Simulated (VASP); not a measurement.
A run of VASP 6.6.1:

POSCAR

```
SnO
1.0
    3.7986000000      0.0000000000      0.0000000000
    0.0000000000      3.7986000000      0.0000000000
    0.0000000000      0.0000000000      4.8408000000
Sn O
2 2
Direct
    0.5000000000      0.0000000000      0.2369000000
    0.0000000000      0.5000000000      0.7631000000
    0.0000000000      0.0000000000      0.0000000000
    0.5000000000      0.5000000000      0.0000000000
```

The input INCAR.step1:

```
PREC     = Accurate       # precision mode
ENCUT    = 520            # plane-wave cutoff, eV
EDIFF    = 1E-6           # SCF threshold, eV
ISMEAR   = 0              # smearing method
SIGMA    = 0.05           # smearing width, eV
LREAL    = F              # projectors in reciprocal space
LASPH    = T              # aspherical terms in the spheres
NELM     = 100            # most SCF steps
ALGO     = Normal         # electronic algorithm
ISIF     = 2              # what is computed and relaxed
LWAVE    = F              # write WAVECAR
LCHARG   = T              # write CHGCAR
GGA      = PE             # functional
NBANDS   = 28             # bands
```

Contents of KPOINTS.step1:

```
Automatic mesh
0
Gamma
  8 8 6
```

File INCAR.step2:

```
PREC     = Accurate       # precision mode
ENCUT    = 520            # plane-wave cutoff, eV
EDIFF    = 1E-6           # SCF threshold, eV
ISMEAR   = -5             # smearing method
SIGMA    = 0.05           # smearing width, eV
LREAL    = F              # projectors in reciprocal space
LASPH    = T              # aspherical terms in the spheres
NELM     = 100            # most SCF steps
ALGO     = Normal         # electronic algorithm
ISIF     = 2              # what is computed and relaxed
LWAVE    = F              # write WAVECAR
LCHARG   = F              # write CHGCAR
GGA      = PE             # functional
LORBIT   = 10             # projections on sites
NBANDS   = 28             # bands
NEDOS    = 2001           # points of the DOS
ICHARG   = 11             # starting density
```

The input KPOINTS.step2:

```
Automatic mesh
0
Gamma
  12 12 9
```

Potentials or basis: VASP PAW PBE potentials, release 64 (Sn_d, O).

Launch:

```sh
$ cat potpaw_PBE.64/Sn_d/POTCAR potpaw_PBE.64/O/POTCAR > POTCAR
$ cp INCAR.step1 INCAR
$ cp KPOINTS.step1 KPOINTS
$ mpirun -np 1 vasp_std > vasp.out
$ cp INCAR.step2 INCAR
$ cp KPOINTS.step2 KPOINTS
$ mpirun -np 1 vasp_std > vasp.out
```

Hardware: 1 thread of Intel(R) Xeon(R) Platinum 8259CL CPU @ 2.50GHz (Skylake/Cascade Lake) (shared host).

**Question.** How long does it take, and how much memory?

**Answer.** Run time: 3.2 min on 1 thread of Intel(R) Xeon(R) Platinum 8259CL CPU @ 2.50GHz (Skylake/Cascade Lake), on a shared host, peak memory 0.32 GiB. Counts: k points 140.
